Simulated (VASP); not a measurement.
Set up this calculation in VASP 6.6.1, as the native input.

- Task: single point
- Functional: PBE
- Potentials or basis: VASP PAW PBE potentials, release 64 (Zn, S)
- Cutoff: 520 eV
- k mesh: 12 × 12 × 16
- Occupations: gaussian, width 0.1 eV
- Spin: no spin polarisation
- Dipole correction: no
- Further INCAR settings: ALGO = Normal; EDIFF = 1e-07; NBANDS = 22

The structure of Zn2S lies in POSCAR:

```
Zn2S
1.0
    4.2024366009      0.0000000000      0.0000000000
   -2.1012183004      3.6394168541      0.0000000000
    0.0000000000      0.0000000000      3.5719943543
Zn S
2 1
Direct
    0.3333333333      0.6666666667      0.5000000000
    0.6666666667      0.3333333333      0.5000000000
    0.0000000000      0.0000000000      0.0000000000
```

One way to write it, as run:

INCAR

```
ALGO = Normal
EDIFF = 1E-7
ENCUT = 520
GGA = PE
ISIF = 2
ISMEAR = 0
LASPH = T
LCHARG = F
LREAL = F
LWAVE = F
NBANDS = 22
NELM = 80
PREC = Accurate
SIGMA = 0.1
```

KPOINTS

```
k-points
0
Gamma
  12 12 16
```

Potentials or basis: VASP PAW PBE potentials, release 64 (Zn, S).

The run is started by

```bash
$ cat potpaw_PBE.64/Zn/POTCAR potpaw_PBE.64/S/POTCAR > POTCAR
$ mpirun -np 1 vasp_std > vasp.out
```

It gave:

| Quantity | Value |
| --- | --- |
| Pressure | 0.2 GPa |
| Band gap on the k mesh | zero (band 15 reaches 4.45 eV, above the bottom of band 16 at 0.30 eV) |

Wall time 68 s on 1 thread of Intel(R) Xeon(R) 6975P-C (Granite Rapids), on a shared host, peak memory 0.3 GiB.
